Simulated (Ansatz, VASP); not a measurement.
Two plane-wave programs on Au

INCAR

```
ALGO = Normal ; EDIFF = 1E-8
ENCUT = 520 ; GGA = PS
ISIF = 2 ; ISMEAR = -1
LASPH = True ; LCHARG = False
LEFG = True ; LREAL = False
LWAVE = False ; NBANDS = 12
NELM = 100 ; PREC = Accurate
SIGMA = 0.03
```

File KPOINTS:

```
k-points
0
Gamma
  14 14 14
```

File POSCAR:

```
Au
1.0
    0.0000000000      2.0782666844      2.0782666844
    2.0782666844      0.0000000000      2.0782666844
    2.0782666844      2.0782666844      0.0000000000
Au
1
Direct
    0.0000000000      0.0000000000      0.0000000000
```

Input for Ansatz:

```yaml
crystal:
  lattice:
    - [0.0, 2.0782666844, 2.0782666844]
    - [2.0782666844, 0.0, 2.0782666844]
    - [2.0782666844, 2.0782666844, 0.0]
  atoms:
    - { symbol: Au, position: [0.0, 0.0, 0.0] }
kpoints:
  mp_grid: { grid: [14, 14, 14] }
  band_path:
    path:
      - [0.0, 0.0, 0.0]
      - [0.5, 0.0, 0.5]
      - [0.625, 0.25, 0.625]
      - [0.375, 0.375, 0.75]
      - [0.0, 0.0, 0.0]
      - [0.5, 0.5, 0.5]
      - [0.5, 0.25, 0.75]
      - [0.5, 0.0, 0.5]
    npoints: 5
scf:
  occupations: { method: fermi_dirac, width: 0.03 }
hamiltonian:
  xc: pbesol
  pseudopotentials: { kind: paw }
output:
  forces: true
  stress: true
  eigenvalues: true
  efg: { contact_densities: true }
```

Alike in both runs: task electric field gradients; functional PBEsol; k mesh 14 × 14 × 14; occupations fermi-dirac, width 0.03 eV; no spin polarisation.

|  | VASP | Ansatz |
| --- | --- | --- |
| version | VASP 6.6.1 | Ansatz 0.2.0 |
| potentials or method | VASP PAW PBE potentials, release 64 (Au) | PAW with Ansatz's default frozen-core files, scalar-relativistic |
| plane-wave cutoff (eV) | 520 | 420 |
| valence electrons in the cell | 11 | 19 |

|  | VASP | Ansatz | Ansatz less VASP |
| --- | --- | --- | --- |
| pressure (GPa) | -8.4 | -8.1 | +0.24 |

VASP's potentials were made for PBE, not for PBEsol. VASP's potentials hold 11 valence electrons a cell and Ansatz's 19, so a difference there can come from the potentials and not from the codes.

Neither program's run includes spin-orbit coupling.
